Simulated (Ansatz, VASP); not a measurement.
**Re: VASP beside Ansatz**

INCAR

```
ALGO = Normal
EDIFF = 1E-6
ENCUT = 520
ISIF = 2
ISMEAR = -1
LASPH = True
LCHARG = False
LREAL = False
LWAVE = False
NBANDS = 10
NELM = 60
PREC = Accurate
SIGMA = 0.03
```

Contents of KPOINTS:

```
k-points
0
Gamma
  14 14 14
```

The input POSCAR:

```
Re
1.0
    0.0000000000      2.0009898225      2.0009898225
    2.0009898225      0.0000000000      2.0009898225
    2.0009898225      2.0009898225      0.0000000000
Re
1
Direct
    0.0000000000      0.0000000000      0.0000000000
```

Input for Ansatz:

```yaml
crystal:
  lattice:
    - [0.0, 2.0009898225, 2.0009898225]
    - [2.0009898225, 0.0, 2.0009898225]
    - [2.0009898225, 2.0009898225, 0.0]
  atoms:
    - { symbol: Re, position: [0.0, 0.0, 0.0] }
kpoints:
  mp_grid: { grid: [14, 14, 14] }
  band_path:
    path:
      - [0.0, 0.0, 0.0]
      - [0.5, 0.0, 0.5]
      - [0.625, 0.25, 0.625]
      - [0.375, 0.375, 0.75]
      - [0.0, 0.0, 0.0]
      - [0.5, 0.5, 0.5]
      - [0.5, 0.25, 0.75]
      - [0.5, 0.0, 0.5]
    npoints: 5
scf:
  occupations: { method: fermi_dirac, width: 0.03 }
hamiltonian:
  xc: lda
  pseudopotentials: { kind: all_electron, lapw: { basis_error: 0.001 } }
output:
  forces: true
  stress: true
  eigenvalues: true
```

Change from the starting cell: volume scaled by 1.04.

Alike in both runs: task single point; functional LDA; k mesh 14 × 14 × 14; occupations fermi-dirac, width 0.03 eV; no spin polarisation.

|  | VASP | Ansatz |
| --- | --- | --- |
| version | VASP 6.6.1 | Ansatz 0.2.0 |
| potentials or method | VASP PAW LDA potentials, release 64 (Re), cutoff 520 eV | all-electron LAPW, scalar-relativistic |

Ansatz gave:

```
pressure (GPa) : -34.1
```

**Question.** What did VASP give for the same quantities?

**Answer.** Pressure (GPa): -33.9.

LDA's correlation is that of Perdew and Zunger in VASP and of Perdew and Wang (1992) in Ansatz. Both programs put the cell under strong tension, so it lies far from rest at this level. Ansatz ran all-electron here, and VASP with PAW potentials.

Spin-orbit coupling is off throughout. Noted on VASP's run: the cell as given lies far from equilibrium.
